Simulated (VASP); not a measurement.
Here is a VASP 6.6.1 calculation.

The input INCAR:

```
SYSTEM = GaN
PREC = Accurate
ENCUT = 600
EDIFF = 1E-6
ISMEAR = 0
SIGMA = 0.01
LREAL = .False.
LASPH = .True.
NELM = 80
ALGO = Normal
ISIF = 3
LWAVE = .False.
LCHARG = .False.
IBRION = 2
NSW = 80
EDIFFG = -0.001
```

KPOINTS

```
regular mesh
0
Gamma
  10 10 6
  0 0 0
```

Contents of POSCAR:

```
GaN
1.0
    3.1800000000      0.0000000000      0.0000000000
   -1.5900000000      2.7539607840      0.0000000000
    0.0000000000      0.0000000000      5.1660000000
Ga N
2 2
Direct
    0.3333333333      0.6666666667      0.0000000000
    0.6666666667      0.3333333333      0.5000000000
    0.3333333333      0.6666666667      0.3750000000
    0.6666666667      0.3333333333      0.8750000000
```

Potentials or basis: VASP PAW LDA potentials, release 64 (Ga_d, N).

Launch:

```console
$ cat potpaw_LDA.64/Ga_d/POTCAR potpaw_LDA.64/N/POTCAR > POTCAR
$ mpirun -np 1 vasp_std > vasp.out
```

(1) What does it give for the space group after relaxing (to 0.05 Å)?

(2) What does it give for the relaxed cell?

(3) Estimate the relaxed volume.

Results:

(1) P6_3mc (No. 186).

(2) a = 3.157 Å, b = 3.157 Å, c = 5.147 Å, α = 90.00°, β = 90.00°, γ = 120.00°.

(3) 11.11 Å³/atom.
